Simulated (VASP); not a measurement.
A run of VASP 6.6.1:

Contents of INCAR:

```
PREC     = Accurate       # precision mode
ENCUT    = 520            # plane-wave cutoff, eV
EDIFF    = 1E-6           # SCF threshold, eV
ISMEAR   = 0              # smearing method
SIGMA    = 0.15           # smearing width, eV
LREAL    = F              # projectors in reciprocal space
LASPH    = T              # aspherical terms in the spheres
NELM     = 60             # most SCF steps
ALGO     = Fast           # electronic algorithm
ISIF     = 2              # what is computed and relaxed
LWAVE    = F              # write WAVECAR
LCHARG   = T              # write CHGCAR
GGA      = PS             # functional
LELF     = T              # ELF
LVHAR    = T            
NBANDS   = 14             # bands
```

File KPOINTS:

```
regular mesh
0
Gamma
  12 12 10
```

File POSCAR:

```
Na
1.0
    0.0000000000     -3.7893872139      0.0000000000
   -3.7893872139      0.0000000000      0.0000000000
    0.0000000000      0.0000000000     -5.3114276831
Na
2
Direct
    0.5000000000      0.6094671979      0.5000000000
    0.0000000000     -0.1094671979      0.0000000000
```

Potentials or basis: VASP PAW PBE potentials, release 64 (Na_pv).

Command:

```sh
$ cat potpaw_PBE.64/Na_pv/POTCAR > POTCAR
$ mpirun -np 1 vasp_std > vasp.out
```

Hardware: 1 thread of Intel(R) Xeon(R) Platinum 8488C (Sapphire Rapids) (shared host).

Problem. Estimate the wall time of this run.

Solution. Wall time 110 s on 1 thread of Intel(R) Xeon(R) Platinum 8488C (Sapphire Rapids), on a shared host, peak memory 0.33 GiB. Counts: scf iterations 13, k points 294.
